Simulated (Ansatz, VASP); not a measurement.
## W: VASP beside Ansatz

INCAR

```
ALGO = Fast
EDIFF = 1E-6
EDIFFG = -0.005
ENCUT = 600
GGA = PE
IBRION = 2
ISIF = 3
ISMEAR = 0
IVDW = 12
LASPH = T
LCHARG = F
LREAL = F
LWAVE = F
NELM = 60
NSW = 70
PREC = Accurate
SIGMA = 0.1
```

The input KPOINTS:

```
k-points
0
Gamma
  18 18 18
```

POSCAR

```
W
1.0
   -1.5917776925      1.5917776925      1.5917776925
    1.5917776925     -1.5917776925      1.5917776925
    1.5917776925      1.5917776925     -1.5917776925
W
1
Direct
    0.0000000000      0.0000000000      0.0000000000
```

Input for Ansatz:

```yaml
crystal:
  lattice:
    - [-1.5917776927, 1.5917776927, 1.5917776927]
    - [1.5917776927, -1.5917776927, 1.5917776927]
    - [1.5917776927, 1.5917776927, -1.5917776927]
  atoms:
    - { symbol: W, position: [0.0, 0.0, 0.0] }
basis:
  ecutwfc: 420
kpoints:
  mp_grid: { grid: [18, 18, 18] }
hamiltonian:
  xc: pbe
  dispersion: d3bj
scf:
  occupations: { method: gaussian, width: 0.1 }
output:
  forces: true
  stress: true
  eigenvalues: true
  write_density: true
  write_potential: true
  elf: true
  volumetric_format: npy
relax:
  adjacent_minimum: "off"
  f_tol: 0.005
  max_steps: 50
  cell: { stress_tol: 0.05 }
```

Alike in both runs: task relaxation of cell and atoms; functional PBE; dispersion D3(BJ); k mesh 18 × 18 × 18; occupations gaussian, width 0.1 eV; no spin polarisation.

```csv
,VASP,Ansatz
version,VASP 6.6.1,Ansatz 0.2.0
potentials or method,"VASP PAW PBE potentials, release 64 (W_sv), cutoff 600 eV","scalar-relativistic, plane waves, PAW"
valence electrons in the cell,14,14
```

|  | VASP | Ansatz | Ansatz less VASP |
| --- | --- | --- | --- |
| gap on the k mesh at the Fermi level, each at its own relaxed structure (eV) | none | none | - |
| relaxed volume (Å³/atom) | 15.80 | 15.77 | -0.033 |
| relaxed length of the cell vector where the two differ most in proportion (Å) | 2.738 | 2.736 | -0.0019 |

A gap of «none» marks a metal or a gap that the smearing closes.

Neither program's run includes spin-orbit coupling.
